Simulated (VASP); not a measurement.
Write the native input for VASP 6.6.1 that does the following.

```
Task                   : single point
Functional             : PBE
Potentials or basis    : VASP PAW PBE potentials, release 64 (N)
Cutoff                 : 520 eV
k mesh                 : 60 × 60 × 60
Occupations            : fermi-dirac, width 0.0612256 eV
Spin                   : no spin polarisation
Dipole correction      : no
Further INCAR settings : ALGO = Normal; EDIFF = 1e-06; NBANDS = 8
```

The structure of N lies in POSCAR:

```
N
1.0
    0.0000000000      1.5608855645      1.5608855645
    1.5608855645      0.0000000000      1.5608855645
    1.5608855645      1.5608855645      0.0000000000
N
1
Direct
    0.0000000000      0.0000000000      0.0000000000
```

The input as run:

INCAR

```
PREC = Accurate
ENCUT = 520
EDIFF = 1E-6
ISMEAR = -1
SIGMA = 0.06122561905347299
LREAL = F
LASPH = T
NELM = 80
ALGO = Normal
ISIF = 2
LWAVE = F
LCHARG = F
GGA = PE
NBANDS = 8
```

KPOINTS

```
Automatic mesh
0
Gamma
  60 60 60
```

Potentials or basis: VASP PAW PBE potentials, release 64 (N).

Command:

```sh
$ cat potpaw_PBE.64/N/POTCAR > POTCAR
$ mpirun -np 1 vasp_std > vasp.out
```

Results of the run:

- Pressure: -0.3 GPa
- Band gap on the k mesh: zero (an odd number of electrons rules out a gap without spin polarisation)

Run time: 87 s on 1 thread of Intel Xeon 8259CL (shared host), peak memory 0.35 GiB.
